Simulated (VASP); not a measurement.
**AlN: single point with PBE**

Crystal: AlN.

```
Al N
1.0
     2.21332    2.21332    0.00000
    -2.21332    2.21332    0.00000
     0.00000    0.00000    4.33713
Al N
2 2
Cartesian
  0.0000 0.0000 0.0000
  0.0000 2.2133 2.1686
  1.1067 1.1067 1.0843
  -1.1067 1.1067 3.2528
```

This cell differs from its parent crystal: uniaxial strain along c: -1.5 %, then relaxed in part.

| Item | Value |
| --- | --- |
| Program | VASP 6.6.1 |
| Task | single point |
| Functional | PBE |
| Potentials or basis | VASP PAW PBE potentials, release 64 (Al, N) |
| Cutoff | 520 eV |
| k mesh | 8 × 8 × 6 |
| Occupations | gaussian, width 0.02 eV |
| Spin | no spin polarisation |
| Dipole correction | no |
| Further INCAR settings | ALGO = Normal; EDIFF = 1e-07; NBANDS = 16 |

- Pressure: 0.6 GPa
- Band gap on the k mesh: 3.20 eV

Stress tensor (GPa, compression positive):
```
-0.27  0.00  0.00
 0.00 -0.27  0.00
 0.00  0.00  2.27
```

Levels at points of the mesh, in eV from the valence-band top:
```csv
k point,band 4,band 5,band 6,band 7,band 8,band 9,band 10,band 11,band 12,band 13
"(0.00, 0.00, 0.00)",-1.92,-1.92,-0.08,-0.08,0.00,3.20,3.97,8.23,12.30,12.32
"(0.50, 0.00, 0.00)",-4.33,-2.42,-2.42,-0.66,-0.66,7.61,7.61,8.89,8.89,11.61
"(0.50, 0.50, 0.00)",-4.96,-1.75,-1.75,-1.75,-1.75,3.29,3.29,8.55,8.55,13.52
"(0.00, 0.00, 0.50)",-2.88,-1.09,-1.09,-1.09,-1.09,5.87,5.87,9.89,9.89,11.60
"(0.50, 0.00, 0.50)",-5.83,-0.62,-0.62,-0.45,-0.45,7.13,7.13,9.68,9.68,10.79
"(0.50, 0.50, 0.50)",-3.84,-3.44,-3.44,-2.72,-2.72,6.08,6.08,11.28,11.28,11.85
```

Wall time 34 s on 1 thread of Intel Xeon 6975P-C, on a shared host, peak memory 0.16 GiB.

Caveat: the cell differs from its parent crystal (uniaxial strain along c: -1.5 %, then relaxed in part). A k mesh can miss the band edges.
